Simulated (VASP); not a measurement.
Set up this calculation in VASP 6.6.1, as the native input.

- Task: single point
- Functional: PBEsol
- Potentials or basis: VASP PAW PBE potentials, release 64 (Fe, O)
- Cutoff: 520 eV
- k mesh: 12 × 12 × 12
- Occupations: fermi-dirac, width 0.05 eV
- Spin: collinear spin, ferromagnetic start
- Starting moments: [3.0, 0.0] μB
- Dipole correction: no
- Further INCAR settings: ALGO = Normal; EDIFF = 1e-06; NBANDS = 18

The structure of FeO lies in POSCAR:

```
FeO
1.0
   -1.6021034130      1.6021034130      2.0833922500
    1.6021034130     -1.6021034130      2.0833922500
    1.6021034130      1.6021034130     -2.0833922500
Fe O
1 1
Direct
    0.0000000000      0.0000000000      0.0000000000
    0.5000000000      0.5000000000      0.0000000000
```

One way to write it, as run:

INCAR

```
PREC     = Accurate       # precision mode
ENCUT    = 520            # plane-wave cutoff, eV
EDIFF    = 1E-6           # SCF threshold, eV
ISMEAR   = -1             # smearing method
SIGMA    = 0.05           # smearing width, eV
LREAL    = False          # projectors in reciprocal space
LASPH    = True           # aspherical terms in the spheres
NELM     = 150            # most SCF steps
ALGO     = Normal         # electronic algorithm
ISIF     = 2              # what is computed and relaxed
LWAVE    = False          # write WAVECAR
LCHARG   = False          # write CHGCAR
ISPIN    = 2              # spin polarisation
MAGMOM   = 3 0            # initial moments
LORBIT   = 11             # projections on sites
LMAXMIX  = 4              # l up to which the mixer works
GGA      = PS             # functional
NBANDS   = 18             # bands
```

KPOINTS

```
regular mesh
0
Gamma
  12 12 12
```

Potentials or basis: VASP PAW PBE potentials, release 64 (Fe, O).

Run with:

```bash
$ cat potpaw_PBE.64/Fe/POTCAR potpaw_PBE.64/O/POTCAR > POTCAR
$ mpirun -np 1 vasp_std > vasp.out
```

Results of the run:

```
Pressure                                              : -16.1 GPa
Band gap on the k mesh                                : zero (filled and empty bands overlap)
Net moment                                            : 4.00 μB per cell
Site moments                                          : Fe +3.61; O +0.30 μB
Valence electrons inside the program's atomic spheres : Fe 6.67; O 4.94
```

Caveat: the PAW data sets were made with another functional, which shifts forces and pressure a little; a cell with one magnetic atom can't hold antiferromagnetic order, which such compounds often take; semilocal functionals often make such compounds metallic where correlation or magnetic order opens a gap, which also shifts bond lengths.

Run time: 51 s on 1 thread of AMD EPYC 9R45 96-Core Processor (Zen 5), on a shared host, peak memory 0.19 GiB.
